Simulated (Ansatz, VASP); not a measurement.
**InGa2N3: VASP beside Ansatz**

Contents of INCAR:

```
SYSTEM = InGa2N3
PREC = Accurate
ENCUT = 520
EDIFF = 1E-6
ISMEAR = 0
SIGMA = 0.1
LREAL = .False.
LASPH = .True.
NELM = 150
ALGO = Normal
ISIF = 2
LWAVE = .False.
LCHARG = .False.
ISPIN = 2
MAGMOM = 0 0 0 1 1 1
LORBIT = 11
GGA = PE
NBANDS = 40
```

Contents of KPOINTS:

```
Automatic mesh
0
Gamma
  6 4 4
  0 0 0
```

File POSCAR:

```
InGa2N3
1.0
    3.6854971900      0.0000000000      0.0000000000
    0.0000000000      4.0801459300      0.0000000000
    0.0000000000      0.0000000000      6.7271794600
In Ga N
1 2 3
Direct
    0.0000000000      0.5000000000      0.0000000000
    0.5000000000      0.5000000000      0.6754638800
    0.5000000000      0.5000000000      0.3245361200
    0.2389051300      0.0000000000      0.5000000000
    0.7610948700      0.0000000000      0.5000000000
    0.0000000000      0.5000000000      0.5000000000
```

Input for Ansatz:

```yaml
crystal:
  lattice:
    - [3.68549719, 0.0, 0.0]
    - [0.0, 4.08014593, 0.0]
    - [0.0, 0.0, 6.72717946]
  atoms:
    - { symbol: In, position: [0.0, 0.5, 0.0] }
    - { symbol: Ga, position: [0.5, 0.5, 0.67546388] }
    - { symbol: Ga, position: [0.5, 0.5, 0.32453612] }
    - { symbol: "N", position: [0.23890513, 0.0, 0.5], spin: 1.0 }
    - { symbol: "N", position: [0.76109487, 0.0, 0.5], spin: 1.0 }
    - { symbol: "N", position: [0.0, 0.5, 0.5], spin: 1.0 }
basis:
  ecutwfc: 420
kpoints:
  mp_grid: { grid: [6, 4, 4] }
hamiltonian:
  xc: pbe
scf:
  occupations: { method: gaussian, width: 0.1 }
  lower_state_search: "off"
output:
  forces: true
  stress: true
  eigenvalues: true
  populations: true
magnetization:
  spin_polarized: true
```

Alike in both runs: task single point; functional PBE; k mesh 6 × 4 × 4; occupations gaussian, width 0.1 eV; collinear spin.

|  | VASP | Ansatz |
| --- | --- | --- |
| version | VASP 6.6.1 | Ansatz 0.2.0 |
| potentials or method | VASP PAW PBE potentials, release 64 (In_d, Ga_d, N), cutoff 520 eV | scalar-relativistic, plane waves, PAW |
| valence electrons in the cell | 54 | 54 |

Ansatz gave:

| Item | Value |
| --- | --- |
| gap on the k mesh at the Fermi level (eV) | none |
| pressure (GPa) | 0.1 |
| traceless stress, the component that is largest in VASP (GPa) | -13.02 |
| rms of the force components (eV/Å) | 0.995 |
| net moment per atom (μB) | 0.00 |

Task: What did VASP give for the same quantities?

Result: gap on the k mesh at the Fermi level (eV): none; pressure (GPa): 0.2; traceless stress, the component that is largest in VASP (GPa): -12.90; rms of the force components (eV/Å): 1.011; net moment per atom (μB): 0.00.

Atom by atom the forces differ by 0.019 eV/Å (rms over components). A gap of «none» marks a metal or a gap that the smearing closes. Ansatz's warnings: seeded moment not kept.

The k mesh is coarse, so the values compare programs but aren't converged.
